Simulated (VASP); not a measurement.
# I (Cmce) in VASP: single point with PBE+D3(BJ)

Aim: the single point of I with PBE+D3(BJ).

Everything below comes from runs of VASP 6.6.1. Logs are shortened: lines on timing, memory, paths and dates and some standing lists are left out, and cuts for length are marked.

### Step 1. The cell of the first run

It takes space group Cmce (No. 64, orthorhombic). The conventional cell has a = 7.356 Å, b = 4.481 Å, c = 9.655 Å, α = 90.00°, β = 90.00°, γ = 90.00°. Within 3.7 Å of I (site symmetry m) lie 3 I at 2.82 to 3.33 Å.

### Step 2. Single point, PBE+D3(BJ)

Contents of INCAR:

```
PREC = Accurate ; ENCUT = 520
EDIFF = 1E-6 ; ISMEAR = 0
SIGMA = 0.02 ; LREAL = False
LASPH = True ; NELM = 60
ALGO = Normal ; ISIF = 2
LWAVE = False ; LCHARG = False
GGA = PE ; IVDW = 12
NBANDS = 22
```

Contents of KPOINTS:

```
regular mesh
0
Gamma
  8 8 4
```

Contents of POSCAR:

```
I
1.0
    3.6780393392     -2.2404280233      0.0000000000
    3.6780393392      2.2404280233      0.0000000000
    0.0000000000      0.0000000000      9.6553198357
I
4
Direct
    0.8288602556      0.1711397444      0.8775929300
    0.3288602556      0.6711397444      0.6224070700
    0.1711397444      0.8288602556      0.1224070700
    0.6711397444      0.3288602556      0.3775929300
```

Potentials or basis: VASP PAW PBE potentials, release 64 (I).

On the command line:

```
> cat potpaw_PBE.64/I/POTCAR > POTCAR
> mpirun -np 1 vasp_std > vasp.out
```

OUTCAR:

```text
PREC = Accurate
   ENCUT = 520
   EDIFF = 1E-6
   ISMEAR = 0
   LREAL = False
   LASPH = True
   NELM = 60
   ISIF = 2
   GGA = PE
   IVDW = 12
 IVDW          = 12

 ion  position               nearest neighbor table
   1  0.829  0.171  0.878-   3 2.82   2 3.33   2 3.33
   2  0.329  0.671  0.622-   4 2.82   1 3.33   1 3.33
   3  0.171  0.829  0.122-   1 2.82   4 3.33   4 3.33
   4  0.671  0.329  0.378-   2 2.82   3 3.33   3 3.33

  LATTYP: Found a base centered orthorhombic cell.
 ALAT       =     4.4808560466
 B/A-ratio  =     1.6416681549
 C/A-ratio  =     2.1547935786

  Lattice vectors:

 A1 = (  -3.6780393392,  -2.2404280233,   0.0000000000)
 A2 = (   3.6780393392,  -2.2404280233,   0.0000000000)
 A3 = (   0.0000000000,   0.0000000000,   9.6553198357)

Analysis of symmetry for initial positions (statically):
=====================================================================
 Subroutine PRICEL returns:
 Original cell was already a primitive cell.

 Routine SETGRP: Setting up the symmetry group for a
 base centered orthorhombic supercell.

 Subroutine GETGRP returns: Found  8 space group operations
 (whereof  4 operations were pure point group operations)
 out of a pool of  8 trial point group operations.

The static configuration has the point symmetry C_2h.
 The point group associated with its full space group is D_2h.

Analysis of symmetry for dynamics (positions and initial velocities):
=====================================================================
 Subroutine PRICEL returns:
 Original cell was already a primitive cell.

 Routine SETGRP: Setting up the symmetry group for a
 base centered orthorhombic supercell.

 Subroutine GETGRP returns: Found  8 space group operations
 (whereof  4 operations were pure point group operations)
 out of a pool of  8 trial point group operations.

The dynamic configuration has the point symmetry C_2h.
 The point group associated with its full space group is D_2h.

 Subroutine INISYM returns: Found  8 space group operations
 (whereof  4 operations are pure point group operations),
 and found     1 'primitive' translations

----------------------------------------------------------------------------------------

                                     Primitive cell
[... 91 lines left out ...]
   LSORBIT =      F    spin-orbit coupling
   LASPH  =      T    aspherical Exc in radial PAW
   ENCUT  =  520.0 eV  38.22 Ry    6.18 a.u.   8.01  8.01 17.95*2*pi/ulx,y,z
   NELM   =     60;   NELMIN=  2; NELMDL= -5     # of ELM steps
   EDIFF  = 0.1E-05   stopping-criterion for ELM
   LREAL  =      F    real-space projection
   EDIFFG = 0.1E-04   stopping-criterion for IOM
   NSW    =      0    number of steps for IOM
   IBRION =     -1    ionic relax: 0-MD 1-quasi-New 2-CG
   NFREE  =      0    steps in history (QN), initial steepest desc. (CG)
   ISIF   =      2    stress and relaxation
   ISYM   =      2    0-nonsym 1-usesym 2-fastsym
   POTIM  = 0.5000    time-step for ionic-motion
   TEBEG  =    0.0;   TEEND  =   0.0 temperature during run
   PSTRESS=    0.0 pullay stress
   NELECT =      28.0000    total number of electrons
   NUPDOWN=      -1.0000    fix difference up-down
   EMIN   =  10.00;   EMAX   =-10.00  energy-range for DOS
   EFERMI =   0.00;   METHOD = LEGACY
   ISMEAR =     0;   SIGMA  =   0.02  broadening in eV -4-tet -1-fermi 0-gaus
   EFERMI_NEDOS =   21; number of points for ismear=-14 and -15
   IALGO  =     38    algorithm
   IMIX   =      4    mixing-type and parameters
     AMIX     =   0.40;   BMIX     =  1.00
     AMIX_MAG =   1.60;   BMIX_MAG =  1.00
  volume/ion in A,a.u.               =      39.78       268.46
  Fermi-wavevector in a.u.,A,eV,Ry     =   0.917373  1.733584 11.450310  0.841574
  Thomas-Fermi vector in A             =   2.042335
   LORBIT       =      0    0 simple, 1 ext, 2 COOP (PROOUT), +10 PAW based schemes
   GGA     = PE    functional components
   LHFCALC =     F    Hartree Fock is set to
   AEXX    =    0.0000 exact exchange contribution
   IVDW    =    12    specifies the selected vdW correction
   LEPSILON=     F    determine dielectric tensor
   LRPA    =     F    only Hartree local field effects (RPA)
 non-spin polarized calculation
 Gauss-broadening in eV      SIGMA  =   0.02
  energy-cutoff  :      520.00
  volume of cell :      159.13
 maximum number of plane-waves:      4326
   NGX = 15   NGY = 15   NGZ = 35

 number of electron      28.0000002 magnetization

 Free energy of the ion-electron system (eV)
  ---------------------------------------------------
  ext. energy  EPLUGINS =         0.00000000
  ---------------------------------------------------
  free energy    TOTEN  =        -5.95401452 eV

  energy without entropy =       -5.95401452  energy(sigma->0) =       -5.95401452

 E-fermi :   3.4288     XC(G=0):  -8.3500

 val. band max:        3.2889924706   @ k =   0.5000   0.0000   0.5000
 cond. band min:       4.1339403806   @ k =   0.5000   0.3750   0.0000
 fundamental gap:      0.8449479100
 Fermi energy:         3.4287638802

 k-point     1 :       0.0000    0.0000    0.0000
  band No.  band energies     occupation
      1     -10.3881      2.00000
      2      -9.5776      2.00000
      3      -8.8478      2.00000
      4      -7.4230      2.00000
      5      -1.3725      2.00000
      6       0.2346      2.00000
[... 589 lines left out ...]
     21      10.3981      0.00000
     22      10.7965      0.00000

 [... further k-points ...]

------------------------ aborting loop because EDIFF is reached ----------------------------------------

 Edisp (eV)   -1.30564

 E8    (eV) :    -0.5841

  FORCE on cell =-STRESS in cart. coord.  units (eV):
  Direction    XX          YY          ZZ          XY          YZ          ZX
  --------------------------------------------------------------------------------------
  -------------------------------------------------------------------------------------
  Total      -0.00956    -0.04272    -0.08436     0.00000     0.00000     0.00000
  in kB      -0.09625    -0.43016    -0.84937     0.00000     0.00000     0.00000
  external pressure =       -0.46 kB  Pullay stress =        0.00 kB

 VOLUME and BASIS-vectors are now :
 -----------------------------------------------------------------------------
  energy-cutoff  :      520.00
  volume of cell :      159.13
      direct lattice vectors                 reciprocal lattice vectors
     3.678039339 -2.240428023  0.000000000     0.135941994 -0.223171642  0.000000000
     3.678039339  2.240428023  0.000000000     0.135941994  0.223171642  0.000000000
     0.000000000  0.000000000  9.655319836     0.000000000  0.000000000  0.103569847

 POSITION                                       TOTAL-FORCE (eV/Angst)
 -----------------------------------------------------------------------------------
      3.67804     -1.47358      8.47344         0.000000     -0.010387      0.011001
      3.67804      0.76685      6.00954         0.000000     -0.010387     -0.011001
      3.67804      1.47358      1.18188         0.000000      0.010387     -0.011001
      3.67804     -0.76685      3.64578         0.000000      0.010387      0.011001
 -----------------------------------------------------------------------------------
    total drift:                               -0.000000     -0.000000     -0.000000

  FREE ENERGIE OF THE ION-ELECTRON SYSTEM (eV)
  ---------------------------------------------------
  free  energy   TOTEN  =        -7.2596579628 eV

  energy  without entropy=       -7.2596579628  energy(sigma->0) =       -7.25965796
```

stdout:

```text
POSCAR found type information on POSCAR I
 POSCAR found :  1 types and       4 ions
 scaLAPACK will be used
 LDA part: xc-table for (Slater+PW92), standard interpolation
 POSCAR, INCAR and KPOINTS ok, starting setup
 FFT: planning ... GRIDC
 FFT: planning ... GRID_SOFT
 FFT: planning ... GRID
 WAVECAR not read
 entering main loop
```

Run time: 1.7 min. Hardware: 1 thread of Intel Xeon Platinum 8259CL at 2.50GHz (Skylake/Cascade Lake), shared host; peak memory 0.35 GiB.

What came out:

| Property | Result |
| --- | --- |
| Free energy | -7.2597 eV |
| Pressure | 0.0 GPa |
| Largest force | 0.015 eV/Å |
| Band gap on the k mesh | 0.84 eV, indirect (least direct gap 1.14 eV) |
| Dispersion energy per atom | -0.326 eV |

Forces on the atoms (eV/Å):
```
I    0.000 -0.010  0.011
I    0.000 -0.010 -0.011
I    0.000  0.010 -0.011
I    0.000  0.010  0.011
```

Caveat: spin-orbit coupling is left out, which moves the levels of the heavy elements.
